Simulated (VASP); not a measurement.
# Te (Fm-3m) in VASP: further runs, part 2 of 2

VASP 6.6.1. Earlier steps stand in the parts before.

## 3. Single point, RPBE (volume scaled by 0.88)

Contents of INCAR:

```
PREC = Accurate
ENCUT = 520
EDIFF = 1E-6
ISMEAR = -1
SIGMA = 0.1
LREAL = False
LASPH = True
NELM = 60
ALGO = Normal
ISIF = 2
LWAVE = False
LCHARG = False
GGA = RP
NBANDS = 9
```

Contents of KPOINTS:

```
Automatic mesh
0
Gamma
  13 13 13
```

Contents of POSCAR:

```
Te
1.0
    0.0000000000      2.3385008746      2.3385008746
    2.3385008746      0.0000000000      2.3385008746
    2.3385008746      2.3385008746      0.0000000000
Te
1
Direct
    0.0000000000      0.0000000000      0.0000000000
```

Potentials or basis: VASP PAW PBE potentials, release 64 (Te).

Run with:

```bash
cat potpaw_PBE.64/Te/POTCAR > POTCAR
mpirun -np 1 vasp_std > vasp.out
```

It took 11 s on 1 thread of Intel Xeon Platinum 8488C (Sapphire Rapids), shared host; peak memory 0.16 GiB.

Results (log left out):

```yaml
Free_energy: -2.2634 eV
Pressure: 8.1 GPa
Band_gap_on_the_k_mesh: zero (band 3 reaches 13.05 eV, above the bottom of band 4 at 7.18 eV)
```

Levels at points of the mesh, in eV from the Fermi level:
| k point | band 1 | band 2 | band 3 | band 4 | band 5 | band 6 |
| --- | --- | --- | --- | --- | --- | --- |
| (0.00, 0.00, 0.00) | -14.71 | 3.62 | 3.62 | 3.62 | 9.66 | 9.66 |

Caveat: the PAW data sets were made with another functional, which shifts forces and pressure a little; spin-orbit coupling is left out, which moves the levels of the heavy elements.

## 4. Single point, RPBE (volume scaled by 0.92)

Contents of INCAR:

```
  PREC = Accurate
  ENCUT = 520
  EDIFF = 1E-6
  ISMEAR = -1
  SIGMA = 0.1
  LREAL = F
  LASPH = T
  NELM = 60
  ALGO = Normal
  ISIF = 2
  LWAVE = F
  LCHARG = F
  GGA = RP
  NBANDS = 9
```

Contents of KPOINTS:

```
regular mesh
0
Gamma
  13 13 13
```

Contents of POSCAR:

```
Te
1.0
    0.0000000000      2.3734090193      2.3734090193
    2.3734090193      0.0000000000      2.3734090193
    2.3734090193      2.3734090193      0.0000000000
Te
1
Direct
    0.0000000000      0.0000000000      0.0000000000
```

Potentials or basis: VASP PAW PBE potentials, release 64 (Te).

Run with:

```bash
cat potpaw_PBE.64/Te/POTCAR > POTCAR
mpirun -np 1 vasp_std > vasp.out
```

OUTCAR:

```text
PREC = Accurate
   ENCUT = 520
   EDIFF = 1E-6
   ISMEAR = -1
   LREAL = F
   LASPH = T
   NELM = 60
   ISIF = 2
   GGA = RP

 ion  position               nearest neighbor table
   1  0.000  0.000  0.000-

  LATTYP: Found a face centered cubic cell.
 ALAT       =     4.7468180386

  Lattice vectors:

 A1 = (   0.0000000000,   2.3734090193,   2.3734090193)
 A2 = (   2.3734090193,   0.0000000000,   2.3734090193)
 A3 = (   2.3734090193,   2.3734090193,   0.0000000000)

Analysis of symmetry for initial positions (statically):
=====================================================================
 Subroutine PRICEL returns:
 Original cell was already a primitive cell.

 Routine SETGRP: Setting up the symmetry group for a
 face centered cubic supercell.

 Subroutine GETGRP returns: Found 48 space group operations
 (whereof 48 operations were pure point group operations)
 out of a pool of 48 trial point group operations.

The static configuration has the point symmetry O_h .

Analysis of symmetry for dynamics (positions and initial velocities):
=====================================================================
[... 155 lines left out ...]

 E-fermi :   8.7564     XC(G=0): -10.3293

 val. band max:        8.7077109755   @ k =  -0.4615   0.3077   0.1538
 cond. band min:       8.8100539664   @ k =   0.4615   0.1538   0.0000
 fundamental gap:      0.1023429908
 Fermi energy:         8.7564289529

 k-point     1 :       0.0000    0.0000    0.0000
  band No.  band energies     occupation
      1      -5.5554      2.00000
      2      12.1252      0.00000
      3      12.1252      0.00000
      4      12.1252      0.00000
      5      18.3443      0.00000
      6      18.3443      0.00000
      7      18.3443      0.00000
      8      19.2153      0.00000
      9      19.2299      0.00000
[... 265 lines left out ...]
 k-point    24 :       0.4615    0.1538    0.0000
  band No.  band energies     occupation
      1      -2.5246      2.00000
      2       3.4407      2.00000
      3       8.8101      0.73812
      4       9.7616      0.00009
      5      15.0862      0.00000
      6      18.3989      0.00000
      7      19.3949      0.00000
      8      21.2760      0.00000
      9      22.2521      0.00000

 [... further k-points ...]
[... 5 lines left out ...]
  --------------------------------------------------------------------------------------
  -------------------------------------------------------------------------------------
  Total        0.7760272      0.7760272      0.7760272     -0.0000000      0.0000000      0.0000000
  in kB       46.4985854     46.4985854     46.4985854     -0.0000000      0.0000000      0.0000000
  external PRESSURE =      46.4985854 kB  Pullay stress =       0.0000000 kB

 VOLUME and BASIS-vectors are now :
 -----------------------------------------------------------------------------
  energy-cutoff  :      520.00
  volume of cell :       26.74
      direct lattice vectors                 reciprocal lattice vectors
     0.000000000  2.373409019  2.373409019    -0.210667439  0.210667439  0.210667439
     2.373409019  0.000000000  2.373409019     0.210667439 -0.210667439  0.210667439
     2.373409019  2.373409019  0.000000000     0.210667439  0.210667439 -0.210667439

 POSITION                                       TOTAL-FORCE (eV/Angst)
 -----------------------------------------------------------------------------------
      0.00000      0.00000      0.00000        -0.000000     -0.000000     -0.000000
 -----------------------------------------------------------------------------------
    total drift:                                0.000000      0.000000      0.000000

  FREE ENERGIE OF THE ION-ELECTRON SYSTEM (eV)
  ---------------------------------------------------
  free  energy   TOTEN  =        -2.3089601778 eV

  energy  without entropy=       -2.2819705843  energy(sigma->0) =       -2.29546538
```

stdout:

```text
POSCAR found type information on POSCAR Te
 POSCAR found :  1 types and       1 ions
 scaLAPACK will be used
 -----------------------------------------------------------------------------
|                                                                             |
|                                                                             |
|     You enforced a specific xc type in the INCAR file but a different       |
|     I HOPE YOU KNOW WHAT YOU ARE DOING!                                     |
|                                                                             |
 -----------------------------------------------------------------------------

 LDA part: xc-table for (Slater+PW92), standard interpolation
 POSCAR, INCAR and KPOINTS ok, starting setup
 FFT: planning ... GRIDC
 FFT: planning ... GRID_SOFT
 FFT: planning ... GRID
 WAVECAR not read
 entering main loop
```

Run time: 11 s. Hardware: 1 thread of Intel Xeon Platinum 8488C (Sapphire Rapids), shared host; peak memory 0.16 GiB.

What came out:

```yaml
Free_energy: -2.3090 eV
Pressure: 4.6 GPa
Band_gap_on_the_k_mesh: zero (band 3 reaches 12.13 eV, above the bottom of band 4 at 6.69 eV)
```

Levels at points of the mesh, in eV from the Fermi level:
```csv
k point,band 1,band 2,band 3,band 4,band 5,band 6,band 7
"(0.00, 0.00, 0.00)",-14.31,3.37,3.37,3.37,9.59,9.59,9.59
```

Caveat: the PAW data sets were made with another functional, which shifts forces and pressure a little; spin-orbit coupling is left out, which moves the levels of the heavy elements.

## 5. Single point, RPBE (volume scaled by 0.96)

Contents of INCAR:

```
SYSTEM = Te
PREC     = Accurate       ! precision mode
ENCUT    = 520            ! plane-wave cutoff, eV
EDIFF    = 1E-6           ! SCF threshold, eV
ISMEAR   = -1             ! smearing method
SIGMA    = 0.1            ! smearing width, eV
LREAL    = .False.        ! projectors in reciprocal space
LASPH    = .True.         ! aspherical terms in the spheres
NELM     = 100            ! most SCF steps
ALGO     = Normal         ! electronic algorithm
ISIF     = 2              ! what is computed and relaxed
LWAVE    = .False.        ! write WAVECAR
LCHARG   = .False.        ! write CHGCAR
GGA      = RP             ! functional
NBANDS   = 9              ! bands
```

Contents of KPOINTS:

```
regular mesh
0
Gamma
  13 13 13
  0 0 0
```

Contents of POSCAR:

```
Te
1.0
    0.0000000000      2.4073194439      2.4073194439
    2.4073194439      0.0000000000      2.4073194439
    2.4073194439      2.4073194439      0.0000000000
Te
1
Direct
    0.0000000000      0.0000000000      0.0000000000
```

Run with:

```bash
cat potpaw_PBE.64/Te/POTCAR > POTCAR
mpirun -np 1 vasp_std > vasp.out
```

It took 12 s on 1 thread of Intel Xeon Platinum 8488C (Sapphire Rapids), shared host; peak memory 0.16 GiB.

It converged, with:

* Free energy: -2.3326 eV
* Pressure: 2.0 GPa
* Band gap on the k mesh: zero (band 3 reaches 11.28 eV, above the bottom of band 4 at 6.23 eV)

Levels at points of the mesh, in eV from the Fermi level:
| k point | band 1 | band 2 | band 3 | band 4 | band 5 | band 6 | band 7 |
| --- | --- | --- | --- | --- | --- | --- | --- |
| (0.00, 0.00, 0.00) | -13.96 | 3.14 | 3.14 | 3.14 | 9.52 | 9.52 | 9.52 |

Caveat: the PAW data sets were made with another functional, which shifts forces and pressure a little; spin-orbit coupling is left out, which moves the levels of the heavy elements.

## 6. Single point, RPBE

Contents of INCAR:

```
SYSTEM = Te
ALGO = Normal
EDIFF = 1E-7
ENCUT = 520
GGA = RP
ISIF = 2
ISMEAR = -1
LASPH = .True.
LCHARG = .False.
LREAL = .False.
LWAVE = .False.
NBANDS = 9
NELM = 60
PREC = Accurate
SIGMA = 0.1
```

Contents of KPOINTS:

```
k-points
0
Gamma
  13 13 13
  0 0 0
```

Contents of POSCAR:

```
Te
1.0
    0.0000000000      2.4403005209      2.4403005209
    2.4403005209      0.0000000000      2.4403005209
    2.4403005209      2.4403005209      0.0000000000
Te
1
Direct
    0.0000000000      0.0000000000      0.0000000000
```

Potentials or basis: VASP PAW PBE potentials, release 64 (Te).

Run with:

```bash
cat potpaw_PBE.64/Te/POTCAR > POTCAR
mpirun -np 1 vasp_std > vasp.out
```

It took 12 s on 1 thread of Intel Xeon Platinum 8488C (Sapphire Rapids), shared host; peak memory 0.17 GiB.

It converged, with:

* Free energy: -2.3389 eV
* Pressure: -0.1 GPa
* Band gap on the k mesh: zero (band 3 reaches 10.50 eV, above the bottom of band 4 at 5.80 eV)

Levels at points of the mesh, in eV from the Fermi level:
```csv
k point,band 1,band 2,band 3,band 4,band 5,band 6,band 7,band 8
"(0.00, 0.00, 0.00)",-13.63,2.93,2.93,2.93,9.46,9.46,9.46,9.53
```

Caveat: the PAW data sets were made with another functional, which shifts forces and pressure a little; spin-orbit coupling is left out, which moves the levels of the heavy elements.

## 7. Summary

| cell | k mesh | gap on the mesh (eV) | pressure (GPa) |
| --- | --- | --- | --- |
| a = 3.451 Å, angles 60.0°, 1 atom | 11 × 11 × 11 | none | -0.2 |
| a = 3.307 Å, angles 60.0°, 1 atom | 13 × 13 × 13 | none | 8.1 |
| a = 3.357 Å, angles 60.0°, 1 atom | 13 × 13 × 13 | none | 4.6 |
| a = 3.404 Å, angles 60.0°, 1 atom | 13 × 13 × 13 | none | 2.0 |
| a = 3.451 Å, angles 60.0°, 1 atom | 13 × 13 × 13 | none | -0.1 |

Alike in all rows: task single point; level RPBE; potentials or basis VASP PAW PBE potentials, release 64 (Te); no spin polarisation; cutoff (eV) 520; smearing fermi-dirac 0.1 eV.

Caveats: the PAW data sets were made with another functional, which shifts forces and pressure a little; spin-orbit coupling is left out, which moves the levels of the heavy elements.

Total energies depend on the potentials used, so only differences within one code and one set of settings carry meaning.
